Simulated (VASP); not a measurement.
The system is TiN.

```
Ti N
1.0
     0.00000    2.11900    2.11900
     2.11900    0.00000    2.11900
     2.11900    2.11900    0.00000
Ti N
1 1
Direct
  0.00000 0.00000 0.00000
  0.50000 0.50000 0.50000
```

| Quantity | Value |
| --- | --- |
| Program | VASP 6.6.1 |
| Task | relaxation of cell and atoms |
| Functional | PBEsol |
| Potentials or basis | VASP PAW PBE potentials, release 64 (Ti_sv, N) |
| Cutoff | 600 eV |
| k mesh | 18 × 18 × 18 |
| Occupations | fermi-dirac, width 0.1 eV |
| Spin | no spin polarisation |

At the start: pressure -6.4 GPa; volume 9.51 Å³/atom.

Problem. Where does the relaxation end?

Solution. Over 4 steps the energy falls by 4.3 meV/atom and the volume is 9.30 Å³/atom (-2.3 %); space group Fm-3m (No. 225, to 0.1 Å) before and after.

Step by step:
```csv
step,energy change (eV),largest force (eV/Å),pressure (GPa),volume (Å³)
1,0.0000,0.0000,-6.40,19.03
2,0.0107,0.0000,10.55,18.00
3,-0.0087,0.0000,-0.04,18.61
4,-0.0087,0.0000,0.03,18.60
```

Final structure:
```cif
data_structure
_symmetry_space_group_name_H-M 'P 1'
_symmetry_Int_Tables_number 1
_cell_length_a 2.9740
_cell_length_b 2.9740
_cell_length_c 2.9740
_cell_angle_alpha 60.000
_cell_angle_beta 60.000
_cell_angle_gamma 60.000
_cell_volume 18.60
loop_
_atom_site_label
_atom_site_type_symbol
_atom_site_fract_x
_atom_site_fract_y
_atom_site_fract_z
_atom_site_occupancy
Ti1 Ti 0.00000 0.00000 0.00000 1
N1 N 0.50000 0.50000 0.50000 1
```

Caveat: the PAW data sets were made with another functional, which shifts forces and pressure a little.
